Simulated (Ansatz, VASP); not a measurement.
## NiMoIrPdW: VASP beside Ansatz

```
CELL_PARAMETERS angstrom
2.37545 -1.45022 0.00918
2.37545 1.45022 0.00918
-2.23503 0.00000 11.06749
ATOMIC_POSITIONS crystal
Ni 0.49838 0.49838 0.29525
Mo 0.31773 0.31773 0.91207
Pd 0.24733 0.24733 0.49061
Ir 0.74982 0.74982 0.10802
W 0.68673 0.68673 0.69406
```

Change from the starting cell: volume scaled by 1.04.

Alike in both runs: task single point; functional PBE; k mesh 8 × 8 × 2; occupations fermi-dirac, width 0.05 eV; collinear spin.

|  | VASP | Ansatz |
| --- | --- | --- |
| version | VASP 6.6.1 | Ansatz 0.2.0 |
| potentials or method | VASP PAW PBE potentials, release 64 (Ni, Mo_sv, Pd, Ir, W_sv), cutoff 520 eV | all-electron LAPW, scalar-relativistic |

Ansatz gave:

* gap on the k mesh at the Fermi level (eV): none
* pressure (GPa): -9.2
* traceless stress, the component that is largest in VASP (GPa): -0.57
* rms of the force components (eV/Å): 0.075
* net moment per atom (μB): 0.00

**Question.** Which values does VASP return?

**Answer.** gap on the k mesh at the Fermi level (eV): none; pressure (GPa): -8.9; traceless stress, the component that is largest in VASP (GPa): -0.52; rms of the force components (eV/Å): 0.071; net moment per atom (μB): 0.00.

Atom by atom the forces differ by 0.005 eV/Å (rms over components). A gap of «none» marks a metal or a gap that the smearing closes. Ansatz ran all-electron here, and VASP with PAW potentials.

Neither program's run includes spin-orbit coupling. Noted on Ansatz's run: the k mesh is thin for a metal, which can move the energy by tens of meV per atom.
